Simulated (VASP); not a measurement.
# Ga (Fd-3m) in VASP: a series of runs

Runs on Ga. Level: PBE. Tasks: relaxation of cell and atoms.

All numbers are computed with VASP 6.6.1; they aren't measurements. Logs are shortened: lines on timing, memory, paths and dates and some standing lists are left out, and cuts for length are marked.

### 1 The cell of the first run

The structure is cubic, space group Fd-3m (No. 227). The conventional cell has a = 5.207 Å, b = 5.207 Å, c = 5.207 Å, α = 90.00°, β = 90.00°, γ = 90.00°. Within 3.0 Å of Ga (site symmetry -43m) lie 4 Ga at 2.25 Å.

This isn't the form of Ga at room conditions, which is orthorhombic.

### 2 Relaxation of cell and atoms, PBE, target pressure 19 GPa, at which the enthalpy is minimised

The input, INCAR:

```
ALGO     = Normal         # electronic algorithm
EDIFF    = 1E-6           # SCF threshold, eV
EDIFFG   = -0.005         # ionic threshold
ENCUT    = 600            # plane-wave cutoff, eV
GGA      = PE             # functional
IBRION   = 2              # ionic algorithm
ISIF     = 3              # what is computed and relaxed
ISMEAR   = -1             # smearing method
LASPH    = True           # aspherical terms in the spheres
LCHARG   = False          # write CHGCAR
LREAL    = False          # projectors in reciprocal space
LWAVE    = False          # write WAVECAR
NELM     = 60             # most SCF steps
NSW      = 60             # ionic steps
PREC     = Accurate       # precision mode
PSTRESS  = 190.0        
SIGMA    = 0.08           # smearing width, eV
```

The input, KPOINTS:

```
k-points
0
Gamma
  13 13 13
```

The input, POSCAR:

```
Ga
1.0
    0.0000000000      2.6035574877      2.6035574877
    2.6035574877      0.0000000000      2.6035574877
    2.6035574877      2.6035574877      0.0000000000
Ga
2
Direct
   -0.1250000000     -0.1250000000     -0.1250000000
    0.1250000000      0.1250000000      0.1250000000
```

Potentials or basis: VASP PAW PBE potentials, release 64 (Ga_d).

Started as:

```bash
cat potpaw_PBE.64/Ga_d/POTCAR > POTCAR
mpirun -np 1 vasp_std > vasp.out
```

OUTCAR:

```text
EDIFF = 1E-6
   EDIFFG = -0.005
   ENCUT = 600
   GGA = PE
   IBRION = 2
   ISIF = 3
   ISMEAR = -1
   LASPH = True
   LREAL = False
   NELM = 60
   NSW = 60
   PREC = Accurate
   PSTRESS = 190.0

 ion  position               nearest neighbor table
   1  0.875  0.875  0.875-   2 2.25   2 2.25   2 2.25   2 2.25
   2  0.125  0.125  0.125-   1 2.25   1 2.25   1 2.25   1 2.25

  LATTYP: Found a face centered cubic cell.
 ALAT       =     5.2071149754

  Lattice vectors:

 A1 = (   0.0000000000,   2.6035574877,   2.6035574877)
 A2 = (   2.6035574877,   0.0000000000,   2.6035574877)
 A3 = (   2.6035574877,   2.6035574877,   0.0000000000)

Analysis of symmetry for initial positions (statically):
=====================================================================
 Subroutine PRICEL returns:
 Original cell was already a primitive cell.

 Routine SETGRP: Setting up the symmetry group for a
 face centered cubic supercell.

 Subroutine GETGRP returns: Found 48 space group operations
 (whereof 12 operations were pure point group operations)
 out of a pool of 48 trial point group operations.

The static configuration has the point symmetry D_3d.
 The point group associated with its full space group is O_h .

Analysis of symmetry for dynamics (positions and initial velocities):
=====================================================================
 Subroutine PRICEL returns:
 Original cell was already a primitive cell.

 Routine SETGRP: Setting up the symmetry group for a
 face centered cubic supercell.

 Subroutine GETGRP returns: Found 48 space group operations
 (whereof 12 operations were pure point group operations)
 out of a pool of 48 trial point group operations.

The dynamic configuration has the point symmetry D_3d.
 The point group associated with its full space group is O_h .

 Subroutine INISYM returns: Found 48 space group operations
 (whereof 12 operations are pure point group operations),
 and found     1 'primitive' translations

----------------------------------------------------------------------------------------

                                     Primitive cell

  volume of cell :      35.2965

  direct lattice vectors                    reciprocal lattice vectors
     0.000000000  2.603557488  2.603557488    -0.192044924  0.192044924  0.192044924
     2.603557488  0.000000000  2.603557488     0.192044924 -0.192044924  0.192044924
     2.603557488  2.603557488  0.000000000     0.192044924  0.192044924 -0.192044924

  length of vectors
     3.681986310  3.681986310  3.681986310     0.332631566  0.332631566  0.332631566

  position of ions in fractional coordinates (direct lattice)
     0.875000000  0.875000000  0.875000000
     0.125000000  0.125000000  0.125000000

  ion indices of the primitive-cell ions
   primitive index   ion index
                 1           1
                 2           2

----------------------------------------------------------------------------------------

 KPOINTS: k-points

Automatic generation of k-mesh.
 Grid dimensions read from file:
 generate k-points for:   13   13   13

 Generating k-lattice:

  Cartesian coordinates                     Fractional coordinates (reciprocal lattice)
    -0.014772686  0.014772686  0.014772686     0.076923077  0.000000000  0.000000000
     0.014772686 -0.014772686  0.014772686     0.000000000  0.076923077  0.000000000
     0.014772686  0.014772686 -0.014772686     0.000000000  0.000000000  0.076923077

  Length of vectors
     0.025587044  0.025587044  0.025587044

  Shift w.r.t. Gamma in fractional coordinates (k-lattice)
     0.000000000  0.000000000  0.000000000

 Subroutine IBZKPT returns following result:
 ===========================================

 Found     84 irreducible k-points:

 Following reciprocal coordinates:
            Coordinates               Weight
  0.000000  0.000000  0.000000      1.000000
  0.076923  0.000000  0.000000      8.000000
  0.153846  0.000000  0.000000      8.000000
  0.230769  0.000000  0.000000      8.000000
  0.307692  0.000000  0.000000      8.000000
  0.384615  0.000000  0.000000      8.000000
[... 16 lines left out ...]
  0.384615  0.153846  0.000000     24.000000
  0.461538  0.153846  0.000000     24.000000
 [... further k-points ...]
   k-points           NKPTS =     84   k-points in BZ     NKDIM =     84   number of bands    NBANDS=     17
   number of dos      NEDOS =    301   number of ions     NIONS =      2
   total plane-waves  NPLWV =  27000
   dimension x,y,z NGX =    30 NGY =   30 NGZ =   30
   dimension x,y,z NGXF=    60 NGYF=   60 NGZF=   60
   ions per type =               2
   NGX,Y,Z   is equivalent  to a cutoff of  13.55, 13.55, 13.55 a.u.
   NGXF,Y,Z  is equivalent  to a cutoff of  27.09, 27.09, 27.09 a.u.
 SYSTEM =  unknown system
   PREC   = accura    normal or accurate (medium, high low for compatibility)
   ISTART =      0    job   : 0-new  1-cont  2-samecut
   ICHARG =      2    charge: 1-file 2-atom 10-const
   ISPIN  =      1    spin polarized calculation?
   LNONCOLLINEAR =      F non collinear calculations
   LSORBIT =      F    spin-orbit coupling
   LASPH  =      T    aspherical Exc in radial PAW
   ENCUT  =  600.0 eV  44.10 Ry    6.64 a.u.   7.35  7.35  7.35*2*pi/ulx,y,z
   NELM   =     60;   NELMIN=  2; NELMDL= -5     # of ELM steps
   EDIFF  = 0.1E-05   stopping-criterion for ELM
   LREAL  =      F    real-space projection
   EDIFFG = -.5E-02   stopping-criterion for IOM
   NSW    =     60    number of steps for IOM
   IBRION =      2    ionic relax: 0-MD 1-quasi-New 2-CG
   NFREE  =      1    steps in history (QN), initial steepest desc. (CG)
   ISIF   =      3    stress and relaxation
   ISYM   =      2    0-nonsym 1-usesym 2-fastsym
   POTIM  = 0.5000    time-step for ionic-motion
   TEBEG  =    0.0;   TEEND  =   0.0 temperature during run
   PSTRESS=  190.0 pullay stress
   NELECT =      26.0000    total number of electrons
   NUPDOWN=      -1.0000    fix difference up-down
   EMIN   =  10.00;   EMAX   =-10.00  energy-range for DOS
   EFERMI =   0.00;   METHOD = LEGACY
   ISMEAR =    -1;   SIGMA  =   0.08  broadening in eV -4-tet -1-fermi 0-gaus
   EFERMI_NEDOS =   21; number of points for ismear=-14 and -15
   IALGO  =     38    algorithm
   IMIX   =      4    mixing-type and parameters
     AMIX     =   0.40;   BMIX     =  1.00
     AMIX_MAG =   1.60;   BMIX_MAG =  1.00
  volume/ion in A,a.u.               =      17.65       119.10
  Fermi-wavevector in a.u.,A,eV,Ry     =   1.478503  2.793965 29.741929  2.185970
  Thomas-Fermi vector in A             =   2.592776
   LORBIT       =      0    0 simple, 1 ext, 2 COOP (PROOUT), +10 PAW based schemes
   GGA     = PE    functional components
   LHFCALC =     F    Hartree Fock is set to
   AEXX    =    0.0000 exact exchange contribution
   IVDW    =     0    specifies the selected vdW correction
   LEPSILON=     F    determine dielectric tensor
   LRPA    =     F    only Hartree local field effects (RPA)
 conjugate gradient relaxation of ions
 non-spin polarized calculation
  energy-cutoff  :      600.00
  volume of cell :       35.30
 maximum number of plane-waves:      1243
 NGX is ok and might be reduce to    30
   NGX = 15   NGY = 15   NGZ = 15

--------------------------------------- Ionic step        1  -------------------------------------------

 number of electron      26.0000002 magnetization

 Free energy of the ion-electron system (eV)
  ---------------------------------------------------
  ext. energy  EPLUGINS =         0.00000000
  ---------------------------------------------------
  free energy    TOTEN  =        -4.17774547 eV

  energy without entropy =       -4.15965434  energy(sigma->0) =       -4.16869991

------------------------ aborting loop because EDIFF is reached ----------------------------------------

  FORCE on cell =-STRESS in cart. coord.  units (eV):
  Direction    XX          YY          ZZ          XY          YZ          ZX
  --------------------------------------------------------------------------------------
  -------------------------------------------------------------------------------------
  Total        6.8902927      6.8902927      6.8902927     -0.0000000     -0.0000000      0.0000000
  in kB      312.7639904    312.7639904    312.7639904     -0.0000000     -0.0000000      0.0000000
  external PRESSURE =     122.7639904 kB  Pullay stress =     190.0000000 kB
[... 93 lines left out ...]
  FREE ENERGIE OF THE ION-ELECTRON SYSTEM (eV)
  ---------------------------------------------------
  free  energy   TOTEN  =        -4.7083742107 eV

  energy  without entropy=       -4.6860519961  energy(sigma->0) =       -4.69721310

  enthalpy is  TOTEN    =        -0.1128579722 eV   P V=        4.5955162385

[... ionic steps 4 to 13 ...]

--------------------------------------- Ionic step       14  -------------------------------------------

 number of electron      26.0000003 magnetization

------------------------ aborting loop because EDIFF is reached ----------------------------------------

  FORCE on cell =-STRESS in cart. coord.  units (eV):
  Direction    XX          YY          ZZ          XY          YZ          ZX
  --------------------------------------------------------------------------------------
  -------------------------------------------------------------------------------------
  Total        4.6049900      4.6049900      4.6049900      0.0000000      0.0000000     -0.0000000
  in kB      190.8099039    190.8099039    190.8099039      0.0000000      0.0000000     -0.0000000
  external PRESSURE =       0.8099039 kB  Pullay stress =     190.0000000 kB
[... 61 lines left out ...]
  enthalpy is  TOTEN    =        -0.1128865822 eV   P V=        4.5856112514

--------------------------------------- Ionic step       16  -------------------------------------------

 number of electron      26.0000003 magnetization

 Free energy of the ion-electron system (eV)
  ---------------------------------------------------
  ext. energy  EPLUGINS =         0.00000000
  ---------------------------------------------------
  free energy    TOTEN  =        -4.69883368 eV

  energy without entropy =       -4.67658917  energy(sigma->0) =       -4.68771143

 E-fermi :   4.5719     XC(G=0): -10.5785

 val. band max:        4.5526806457   @ k =   0.4615   0.1538   0.0000
 cond. band min:       4.5799487665   @ k =  -0.1538   0.0769   0.0000
 fundamental gap:      0.0272681208
 Fermi energy:         4.5718510886

 k-point     1 :       0.0000    0.0000    0.0000
  band No.  band energies     occupation
      1     -10.5253      2.00000
      2     -10.5253      2.00000
      3     -10.5253      2.00000
      4     -10.4642      2.00000
      5     -10.4642      2.00000
      6      -9.9251      2.00000
[... 9 lines left out ...]
     16      10.2010      0.00000
     17      10.2010      0.00000
[... 443 lines left out ...]
      1     -10.6196      2.00000
      2     -10.5739      2.00000
      3     -10.4768      2.00000
      4     -10.3293      2.00000
      5     -10.2944      2.00000
      6     -10.1063      2.00000
[... 9 lines left out ...]
     16      11.9353      0.00000
     17      12.7422      0.00000

 [... further k-points ...]
[... 5 lines left out ...]
  --------------------------------------------------------------------------------------
  -------------------------------------------------------------------------------------
  Total        4.5806166      4.5806166      4.5806166     -0.0000000     -0.0000000      0.0000000
  in kB      189.7791963    189.7791963    189.7791963     -0.0000000     -0.0000000      0.0000000
  external PRESSURE =      -0.2208037 kB  Pullay stress =     190.0000000 kB
[... 17 lines left out ...]
  FREE ENERGIE OF THE ION-ELECTRON SYSTEM (eV)
  ---------------------------------------------------
  free  energy   TOTEN  =        -4.6988336783 eV

  energy  without entropy=       -4.6765891729  energy(sigma->0) =       -4.68771143

  enthalpy is  TOTEN    =        -0.1128876379 eV   P V=        4.5859460404

 reached required accuracy - stopping structural energy minimisation
```

Run time: 2 min. Hardware: 1 thread of Intel Xeon 6975P-C (Granite Rapids), shared host; peak memory 0.2 GiB.

What came out:

```yaml
Free_energy: -4.6988 eV
Relaxed_volume: 19.34 Å³/atom
Relaxed_cell: a = 3.796 Å, b = 3.796 Å, c = 3.796 Å, α = 60.00°, β = 60.00°, γ = 60.00°
Space_group_after_relaxing_to_0.1_Å: Fd-3m (No. 227)
Energy_change_on_relaxing_the_run_minimises_the_enthalpy: -260.5 meV/atom
Ionic_steps: 16
Pressure_after_relaxing: 19.0 GPa
Band_gap_on_the_k_mesh: zero (bands 13 and 14 overlap by 5.30 eV)
```

The path:
| step | energy change (eV) | largest force (eV/Å) | pressure (GPa) | volume (Å³) |
| --- | --- | --- | --- | --- |
| 1 | 0.0000 | 0.0000 | 31.28 | 35.30 |
| 2 | -0.8714 | 0.0000 | 9.76 | 42.66 |
| 3 | -0.5306 | 0.0000 | 18.72 | 38.75 |
| 4 | -0.5203 | 0.0000 | 19.08 | 38.66 |
| 5 | -0.5203 | 0.0000 | 19.08 | 38.66 |
| 6 | -0.5204 | 0.0000 | 19.09 | 38.67 |
| 7 | -0.5204 | 0.0000 | 19.07 | 38.67 |
| 8 | -0.5204 | 0.0000 | 19.08 | 38.67 |
| 9 | -0.5204 | 0.0000 | 19.08 | 38.67 |
| 10 | -0.5204 | 0.0000 | 19.08 | 38.67 |
| 11 | -0.5204 | 0.0000 | 19.08 | 38.67 |
| 12 | -0.5205 | 0.0000 | 19.08 | 38.67 |
| 13 | -0.5205 | 0.0000 | 19.08 | 38.67 |
| 14 | -0.5206 | 0.0000 | 19.08 | 38.67 |
| 15 | -0.5208 | 0.0000 | 19.08 | 38.67 |
| 16 | -0.5211 | 0.0000 | 18.98 | 38.67 |

Final structure:
```
Ga
1.0
     0.00000    2.68402    2.68402
     2.68402    0.00000    2.68402
     2.68402    2.68402    0.00000
Ga
2
Direct
  0.87500 0.87500 0.87500
  0.12500 0.12500 0.12500
```

Levels at points of the mesh, in eV from the Fermi level:
| k point | band 11 | band 12 | band 13 | band 14 | band 15 | band 16 |
| --- | --- | --- | --- | --- | --- | --- |
| (0.00, 0.00, 0.00) | -10.87 | 3.62 | 3.62 | 3.62 | 5.63 | 5.63 |

Caveat: the cell is relaxed towards a set pressure, so the run minimises the enthalpy, not the energy.

[end of part 1 of 2]
